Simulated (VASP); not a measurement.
# MgO (P6_3/mmc) in VASP: further runs

Runs on MgO. Level: PBE. Tasks: single point.

All numbers are computed with VASP 6.6.1; they aren't measurements. Logs are shortened: lines on timing, memory, paths and dates and some standing lists are left out, and cuts for length are marked.

## Step 1: The cell of the first run

The structure is hexagonal, space group P6_3/mmc (No. 194). Conventional cell: a = 3.451 Å, b = 3.451 Å, c = 4.155 Å, α = 90.00°, β = 90.00°, γ = 120.00°. Within 2.6 Å of Mg (site symmetry -6m2) lie 5 O at 1.99 to 2.08 Å. Within 2.6 Å of O (site symmetry -6m2) lie 5 Mg at 1.99 to 2.08 Å.

## Step 2: Single point, PBE

INCAR

```
  PREC = Accurate
  ENCUT = 520
  EDIFF = 1E-7
  ISMEAR = 0
  SIGMA = 0.05
  LREAL = False
  LASPH = True
  NELM = 60
  ALGO = Normal
  ISIF = 2
  LWAVE = False
  LCHARG = True
  GGA = PE
  LELF = True
  LVHAR = True
  NBANDS = 16
```

KPOINTS

```
regular mesh
0
Gamma
  9 9 6
```

POSCAR

```
MgO
1.0
    3.4509000000      0.0000000000      0.0000000000
   -1.7254500000      2.9885670659      0.0000000000
    0.0000000000      0.0000000000      4.1546000000
Mg O
2 2
Direct
    0.6666666667      0.3333333333      0.7500000000
    0.3333333333      0.6666666667      0.2500000000
    0.6666666667      0.3333333333      0.2500000000
    0.3333333333      0.6666666667      0.7500000000
```

Potentials or basis: VASP PAW PBE potentials, release 64 (Mg, O).

Run with:

```console
cat potpaw_PBE.64/Mg/POTCAR potpaw_PBE.64/O/POTCAR > POTCAR
mpirun -np 1 vasp_std > vasp.out
```

OUTCAR:

```text
PREC = Accurate
   ENCUT = 520
   EDIFF = 1E-7
   ISMEAR = 0
   LREAL = False
   LASPH = True
   NELM = 60
   ISIF = 2
   GGA = PE

 ion  position               nearest neighbor table
   1  0.667  0.333  0.750-   4 1.99   4 1.99   4 1.99   3 2.08   3 2.08   2 2.88   2 2.88   2 2.88
                             2 2.88   2 2.88   2 2.88
   2  0.333  0.667  0.250-   3 1.99   3 1.99   3 1.99   4 2.08   4 2.08   1 2.88   1 2.88   1 2.88
                             1 2.88   1 2.88   1 2.88
   3  0.667  0.333  0.250-   2 1.99   2 1.99   2 1.99   1 2.08   1 2.08
   4  0.333  0.667  0.750-   1 1.99   1 1.99   1 1.99   2 2.08   2 2.08

  LATTYP: Found a hexagonal cell.
 ALAT       =     3.4509000000
 C/A-ratio  =     1.2039178185

  Lattice vectors:

 A1 = (   3.4509000000,   0.0000000000,   0.0000000000)
 A2 = (  -1.7254500000,   2.9885670659,   0.0000000000)
 A3 = (   0.0000000000,   0.0000000000,   4.1546000000)

Analysis of symmetry for initial positions (statically):
=====================================================================
 Subroutine PRICEL returns:
 Original cell was already a primitive cell.

 Routine SETGRP: Setting up the symmetry group for a
 hexagonal supercell.

 Subroutine GETGRP returns: Found 24 space group operations
 (whereof 12 operations were pure point group operations)
 out of a pool of 24 trial point group operations.

The static configuration has the point symmetry D_3d.
 The point group associated with its full space group is D_6h.

Analysis of symmetry for dynamics (positions and initial velocities):
=====================================================================
 Subroutine PRICEL returns:
 Original cell was already a primitive cell.

 Routine SETGRP: Setting up the symmetry group for a
 hexagonal supercell.

 Subroutine GETGRP returns: Found 24 space group operations
 (whereof 12 operations were pure point group operations)
 out of a pool of 24 trial point group operations.

The dynamic configuration has the point symmetry D_3d.
 The point group associated with its full space group is D_6h.

 Subroutine INISYM returns: Found 24 space group operations
 (whereof 12 operations are pure point group operations),
 and found     1 'primitive' translations

----------------------------------------------------------------------------------------

                                     Primitive cell

  volume of cell :      42.8474

[... 88 lines left out ...]
   LSORBIT =      F    spin-orbit coupling
   LASPH  =      T    aspherical Exc in radial PAW
   ENCUT  =  520.0 eV  38.22 Ry    6.18 a.u.   6.42  6.42  7.72*2*pi/ulx,y,z
   NELM   =     60;   NELMIN=  2; NELMDL= -5     # of ELM steps
   EDIFF  = 0.1E-06   stopping-criterion for ELM
   LREAL  =      F    real-space projection
   EDIFFG = 0.1E-05   stopping-criterion for IOM
   NSW    =      0    number of steps for IOM
   IBRION =     -1    ionic relax: 0-MD 1-quasi-New 2-CG
   NFREE  =      0    steps in history (QN), initial steepest desc. (CG)
   ISIF   =      2    stress and relaxation
   ISYM   =      2    0-nonsym 1-usesym 2-fastsym
   POTIM  = 0.5000    time-step for ionic-motion
   TEBEG  =    0.0;   TEEND  =   0.0 temperature during run
   PSTRESS=    0.0 pullay stress
   NELECT =      16.0000    total number of electrons
   NUPDOWN=      -1.0000    fix difference up-down
   EMIN   =  10.00;   EMAX   =-10.00  energy-range for DOS
   EFERMI =   0.00;   METHOD = LEGACY
   ISMEAR =     0;   SIGMA  =   0.05  broadening in eV -4-tet -1-fermi 0-gaus
   EFERMI_NEDOS =   21; number of points for ismear=-14 and -15
   IALGO  =     38    algorithm
   IMIX   =      4    mixing-type and parameters
     AMIX     =   0.40;   BMIX     =  1.00
     AMIX_MAG =   1.60;   BMIX_MAG =  1.00
  volume/ion in A,a.u.               =      10.71        72.29
  Fermi-wavevector in a.u.,A,eV,Ry     =   1.178890  2.227779 18.909128  1.389782
  Thomas-Fermi vector in A             =   2.315211
   LORBIT       =      0    0 simple, 1 ext, 2 COOP (PROOUT), +10 PAW based schemes
   GGA     = PE    functional components
   LHFCALC =     F    Hartree Fock is set to
   AEXX    =    0.0000 exact exchange contribution
   IVDW    =     0    specifies the selected vdW correction
   LEPSILON=     F    determine dielectric tensor
   LRPA    =     F    only Hartree local field effects (RPA)
 non-spin polarized calculation
 Gauss-broadening in eV      SIGMA  =   0.05
  energy-cutoff  :      520.00
  volume of cell :       42.85
 maximum number of plane-waves:      1174
 NGX is ok and might be reduce to    28
   NGX = 13   NGY = 13   NGZ = 15

 number of electron      16.0000005 magnetization

 Free energy of the ion-electron system (eV)
  ---------------------------------------------------
  ext. energy  EPLUGINS =         0.00000000
  ---------------------------------------------------
  free energy    TOTEN  =       -23.61444981 eV

  energy without entropy =      -23.61444981  energy(sigma->0) =      -23.61444981

 E-fermi :   2.3952     XC(G=0): -10.1918

 val. band max:        2.1898727079   @ k =   0.0000   0.0000   0.0000
 cond. band min:       5.7579203159   @ k =   0.0000   0.0000   0.0000
 fundamental gap:      3.5680476080
 Fermi energy:         2.3951602815

 k-point     1 :       0.0000    0.0000    0.0000
  band No.  band energies     occupation
      1     -14.8728      2.00000
      2     -13.4117      2.00000
      3      -1.5635      2.00000
      4       0.4021      2.00000
      5       0.4021      2.00000
      6       1.3393      2.00000
[... 433 lines left out ...]
      3      -1.4148      2.00000
      4      -0.6951      2.00000
      5      -0.6951      2.00000
      6       0.9663      2.00000
[... 8 lines left out ...]
     15      16.4103      0.00000
     16      19.0526      0.00000

 [... further k-points ...]
[... 5 lines left out ...]
  --------------------------------------------------------------------------------------
  -------------------------------------------------------------------------------------
  Total        2.1017364      2.1017364      2.1716228      0.0000000     -0.0000000      0.0000000
  in kB       78.5894455     78.5894455     81.2026824      0.0000000     -0.0000000      0.0000000
  external PRESSURE =      79.4605245 kB  Pullay stress =       0.0000000 kB

 VOLUME and BASIS-vectors are now :
 -----------------------------------------------------------------------------
  energy-cutoff  :      520.00
  volume of cell :       42.85
      direct lattice vectors                 reciprocal lattice vectors
     3.450900000  0.000000000  0.000000000     0.289779478  0.167304260  0.000000000
    -1.725450000  2.988567066  0.000000000     0.000000000  0.334608519  0.000000000
     0.000000000  0.000000000  4.154600000     0.000000000  0.000000000  0.240697059

 POSITION                                       TOTAL-FORCE (eV/Angst)
 -----------------------------------------------------------------------------------
      1.72545      0.99619      3.11595         0.000000      0.000000     -0.000000
     -0.00000      1.99238      1.03865        -0.000000     -0.000000     -0.000000
      1.72545      0.99619      1.03865         0.000000     -0.000000      0.000000
     -0.00000      1.99238      3.11595         0.000000     -0.000000     -0.000000
 -----------------------------------------------------------------------------------
    total drift:                               -0.000000      0.000000     -0.000000

  FREE ENERGIE OF THE ION-ELECTRON SYSTEM (eV)
  ---------------------------------------------------
  free  energy   TOTEN  =       -23.6144498074 eV

  energy  without entropy=      -23.6144498074  energy(sigma->0) =      -23.61444981
```

stdout:

```text
POSCAR found type information on POSCAR MgO
 POSCAR found :  2 types and       4 ions
 scaLAPACK will be used
 LDA part: xc-table for (Slater+PW92), standard interpolation
 POSCAR, INCAR and KPOINTS ok, starting setup
 FFT: planning ... GRIDC
 FFT: planning ... GRID_SOFT
 FFT: planning ... GRID
 WAVECAR not read
 entering main loop
```

It took 27 s on 1 thread of Intel Xeon Platinum 8259CL at 2.50GHz (Skylake/Cascade Lake), shared host; peak memory 0.18 GiB.

What came out:

```yaml
Free_energy: -23.6144 eV
Pressure: 7.9 GPa
Band_gap_on_the_k_mesh: 3.57 eV, direct
```

Levels at points of the mesh, in eV from the valence-band top:
```csv
k point,band 6,band 7,band 8,band 9,band 10,band 11
"(0.00, 0.00, 0.00)",-0.85,-0.85,0.00,3.57,9.68,12.43
"(0.00, 0.00, 0.50)",-1.34,-1.34,-1.34,6.61,6.61,13.11
```

Expect the measured gap to be larger: semilocal functionals such as PBE lack the derivative discontinuity.

## Step 3: Single point, PBE

This run uses another cell than the first one, of 10.79 Å³/atom, 1.007 times its volume.

INCAR

```
SYSTEM = MgO
PREC     = Accurate       ! precision mode
ENCUT    = 520            ! plane-wave cutoff, eV
EDIFF    = 1E-6           ! SCF threshold, eV
ISMEAR   = 0              ! smearing method
SIGMA    = 0.05           ! smearing width, eV
LREAL    = .FALSE.        ! projectors in reciprocal space
LASPH    = .TRUE.         ! aspherical terms in the spheres
NELM     = 100            ! most SCF steps
ALGO     = Normal         ! electronic algorithm
ISIF     = 2              ! what is computed and relaxed
LWAVE    = .FALSE.        ! write WAVECAR
LCHARG   = .FALSE.        ! write CHGCAR
GGA      = PE             ! functional
NBANDS   = 16             ! bands
```

KPOINTS

```
regular mesh
0
G
  9 9 6
  0 0 0
```

POSCAR

```
MgO
1.0
    3.3453000000      0.0000000000      0.0000000000
   -1.6726500000      2.8971147833      0.0000000000
    0.0000000000      0.0000000000      4.4514000000
Mg O
2 2
Direct
    0.6666666667      0.3333333333      0.7500000000
    0.3333333333      0.6666666667      0.2500000000
    0.6666666667      0.3333333333      0.2500000000
    0.3333333333      0.6666666667      0.7500000000
```

Potentials or basis: VASP PAW PBE potentials, release 64 (Mg, O).

Run with:

```console
cat potpaw_PBE.64/Mg/POTCAR potpaw_PBE.64/O/POTCAR > POTCAR
mpirun -np 1 vasp_std > vasp.out
```

Run time: 25 s. Hardware: 1 thread of Intel Xeon Platinum 8259CL at 2.50GHz (Skylake/Cascade Lake), shared host; peak memory 0.18 GiB.

Results (log left out):

- Free energy: -23.4626 eV
- Pressure: 9.2 GPa
- Band gap on the k mesh: 3.44 eV, direct

Stress tensor (GPa, compression positive):
```
15.18  0.00  0.00
 0.00 15.18  0.00
 0.00  0.00 -2.77
```

Levels at points of the mesh, in eV from the valence-band top:
```csv
k point,band 4,band 5,band 6,band 7,band 8,band 9,band 10,band 11,band 12,band 13
"(0.00, 0.00, 0.00)",-1.72,-1.72,-1.04,-1.04,0.00,3.44,9.32,11.42,13.38,13.38
"(0.00, 0.00, 0.50)",-2.53,-1.39,-1.39,-1.39,-1.39,6.41,6.41,13.74,13.74,13.74
```

## Step 4: Single point, PBE

This run uses another cell than the first one, of 10.82 Å³/atom, 1.010 times its volume.

INCAR

```
SYSTEM = MgO
  ALGO = Normal
  EDIFF = 1E-6
  ENCUT = 520
  GGA = PE
  ISIF = 2
  ISMEAR = 0
  LASPH = .True.
  LCHARG = .True.
  LELF = .True.
  LREAL = .False.
  LVHAR = .True.
  LWAVE = .False.
  NBANDS = 16
  NELM = 60
  PREC = Accurate
  SIGMA = 0.05
```

KPOINTS

```
k-points
0
Gamma
  9 9 6
  0 0 0
```

POSCAR

```
MgO
1.0
    3.4861000000      0.0000000000      0.0000000000
   -1.7430500000      3.0190511601      0.0000000000
    0.0000000000      0.0000000000      4.1122000000
Mg O
2 2
Direct
    0.6666666667      0.3333333333      0.7500000000
    0.3333333333      0.6666666667      0.2500000000
    0.6666666667      0.3333333333      0.2500000000
    0.3333333333      0.6666666667      0.7500000000
```

Potentials or basis: VASP PAW PBE potentials, release 64 (Mg, O).

Run with:

```console
cat potpaw_PBE.64/Mg/POTCAR potpaw_PBE.64/O/POTCAR > POTCAR
mpirun -np 1 vasp_std > vasp.out
```

OUTCAR:

```text
SYSTEM = MgO
   EDIFF = 1E-6
   ENCUT = 520
   GGA = PE
   ISIF = 2
   ISMEAR = 0
   LASPH = .True.
   LREAL = .False.
   NELM = 60
   PREC = Accurate

 ion  position               nearest neighbor table
   1  0.667  0.333  0.750-   4 2.01   4 2.01   4 2.01   3 2.06   3 2.06   2 2.88   2 2.88   2 2.88
                             2 2.88   2 2.88   2 2.88
   2  0.333  0.667  0.250-   3 2.01   3 2.01   3 2.01   4 2.06   4 2.06   1 2.88   1 2.88   1 2.88
                             1 2.88   1 2.88   1 2.88
   3  0.667  0.333  0.250-   2 2.01   2 2.01   2 2.01   1 2.06   1 2.06
[... 662 lines left out ...]
  --------------------------------------------------------------------------------------
  -------------------------------------------------------------------------------------
  Total        1.3661549      1.3661549      2.5854328      0.0000000      0.0000000      0.0000000
  in kB       50.5738468     50.5738468     95.7104366      0.0000000      0.0000000      0.0000000
  external PRESSURE =      65.6193767 kB  Pullay stress =       0.0000000 kB

 VOLUME and BASIS-vectors are now :
 -----------------------------------------------------------------------------
  energy-cutoff  :      520.00
  volume of cell :       43.28
      direct lattice vectors                 reciprocal lattice vectors
     3.486100000  0.000000000  0.000000000     0.286853504  0.165614948  0.000000000
    -1.743050000  3.019051160  0.000000000     0.000000000  0.331229895  0.000000000
     0.000000000  0.000000000  4.112200000     0.000000000  0.000000000  0.243178834

 POSITION                                       TOTAL-FORCE (eV/Angst)
 -----------------------------------------------------------------------------------
      1.74305      1.00635      3.08415         0.000000      0.000000      0.000000
     -0.00000      2.01270      1.02805        -0.000000      0.000000      0.000000
      1.74305      1.00635      1.02805        -0.000000     -0.000000      0.000000
     -0.00000      2.01270      3.08415         0.000000      0.000000      0.000000
 -----------------------------------------------------------------------------------
    total drift:                                0.000000     -0.000000      0.000000

  FREE ENERGIE OF THE ION-ELECTRON SYSTEM (eV)
  ---------------------------------------------------
  free  energy   TOTEN  =       -23.6256646709 eV

  energy  without entropy=      -23.6256646709  energy(sigma->0) =      -23.62566467
```

OSZICAR:

```text
N       E                     dE             d eps       ncg     rms          rms(c)
DAV:   1     0.591218956900E+02    0.59122E+02   -0.77127E+03  1536   0.894E+02
DAV:   2    -0.240422091672E+02   -0.83164E+02   -0.76775E+02  2064   0.199E+02
DAV:   3    -0.276595657463E+02   -0.36174E+01   -0.36087E+01  1872   0.419E+01
DAV:   4    -0.276745231480E+02   -0.14957E-01   -0.14957E-01  1744   0.314E+00
DAV:   5    -0.276745960215E+02   -0.72874E-04   -0.72874E-04  1816   0.209E-01    0.113E+01
DAV:   6    -0.236902845218E+02    0.39843E+01   -0.10273E+01  1640   0.250E+01    0.349E+00
DAV:   7    -0.236440842262E+02    0.46200E-01   -0.14697E-01  1584   0.307E+00    0.213E+00
DAV:   8    -0.236275584921E+02    0.16526E-01   -0.92026E-02  1664   0.324E+00    0.519E-01
DAV:   9    -0.236247964957E+02    0.27620E-02   -0.72035E-03  1888   0.759E-01    0.112E-01
DAV:  10    -0.236256478554E+02   -0.85136E-03   -0.86013E-04  1568   0.205E-01    0.370E-02
DAV:  11    -0.236256654170E+02   -0.17562E-04   -0.25225E-05  1696   0.409E-02    0.199E-02
DAV:  12    -0.236256646709E+02    0.74605E-06   -0.93006E-06  1568   0.239E-02
   1 F= -.23625665E+02 E0= -.23625665E+02  d E =-.737221E-12
```

stdout:

```text
POSCAR found type information on POSCAR MgO
 POSCAR found :  2 types and       4 ions
 scaLAPACK will be used
 LDA part: xc-table for (Slater+PW92), standard interpolation
 POSCAR, INCAR and KPOINTS ok, starting setup
 FFT: planning ... GRIDC
 FFT: planning ... GRID_SOFT
 FFT: planning ... GRID
 WAVECAR not read
 entering main loop
```

Wall time 25 s (1 thread of Intel Xeon Platinum 8259CL at 2.50GHz (Skylake/Cascade Lake), shared host); peak memory 0.18 GiB.

What came out:

| Quantity | Value |
| --- | --- |
| Free energy | -23.6257 eV |
| Pressure | 6.6 GPa |
| Band gap on the k mesh | 3.54 eV, direct |

Levels at points of the mesh, in eV from the valence-band top:
```tsv
k point	band 5	band 6	band 7	band 8	band 9	band 10	band 11	band 12
(0.00, 0.00, 0.00)	-1.77	-0.79	-0.79	0.00	3.54	9.70	12.56	12.57
(0.00, 0.00, 0.50)	-1.30	-1.30	-1.30	-1.30	6.59	6.59	12.93	12.93
```

## Step 5: Single point, PBE

This run uses another cell than the first one, of 10.82 Å³/atom, 1.010 times its volume.

INCAR

```
PREC = Accurate
ENCUT = 520
EDIFF = 1E-6
ISMEAR = 0
SIGMA = 0.05
LREAL = F
LASPH = T
NELM = 100
ALGO = Normal
ISIF = 2
LWAVE = F
LCHARG = F
GGA = PE
NBANDS = 16
```

KPOINTS

```
regular mesh
0
Gamma
  9 9 6
```

POSCAR

```
MgO
1.0
    3.4157000000      0.0000000000      0.0000000000
   -1.7078500000      2.9580829717      0.0000000000
    0.0000000000      0.0000000000      4.2818000000
Mg O
2 2
Direct
    0.6666666667      0.3333333333      0.7500000000
    0.3333333333      0.6666666667      0.2500000000
    0.6666666667      0.3333333333      0.2500000000
    0.3333333333      0.6666666667      0.7500000000
```

Run with:

```console
cat potpaw_PBE.64/Mg/POTCAR potpaw_PBE.64/O/POTCAR > POTCAR
mpirun -np 1 vasp_std > vasp.out
```

It took 23 s on 1 thread of Intel Xeon Platinum 8259CL at 2.50GHz (Skylake/Cascade Lake), shared host; peak memory 0.18 GiB.

The run converged. Its results:

```
Free energy            : -23.6061 eV
Pressure               : 6.7 GPa
Band gap on the k mesh : 3.47 eV, direct
```

Stress tensor (GPa, compression positive):
```
9.22 0.00 0.00
0.00 9.22 0.00
0.00 0.00 1.65
```

Levels at points of the mesh, in eV from the valence-band top:
```
           k point  band 4  band 5  band 6  band 7  band 8  band 9  band 10  band 11  band 12  band 13
(0.00, 0.00, 0.00)   -1.75   -1.75   -0.93   -0.93    0.00    3.47     9.44    11.94    12.92    12.92
(0.00, 0.00, 0.50)   -2.49   -1.36   -1.36   -1.36   -1.36    6.48     6.48    13.29    13.29    13.29
```

A hybrid or GW would open this gap; PBE tends to underestimate it.

## Step 6: Summary

```tsv
cell	gap on the mesh (eV)	pressure (GPa)
a = 3.451, b = 3.451, c = 4.155 Å, angles 90.0, 90.0, 120.0°, 4 atoms	3.57	7.9
a = 3.345, b = 3.345, c = 4.451 Å, angles 90.0, 90.0, 120.0°, 4 atoms	3.44	9.2
a = 3.486, b = 3.486, c = 4.112 Å, angles 90.0, 90.0, 120.0°, 4 atoms	3.54	6.6
a = 3.416, b = 3.416, c = 4.282 Å, angles 90.0, 90.0, 120.0°, 4 atoms	3.47	6.7
```

Alike in all rows: task single point; level PBE; potentials or basis VASP PAW PBE potentials, release 64 (Mg, O); no spin polarisation; k mesh 9 × 9 × 6; cutoff (eV) 520; smearing gaussian 0.05 eV.

Total energies depend on the potentials used, so only differences within one code and one set of settings carry meaning.
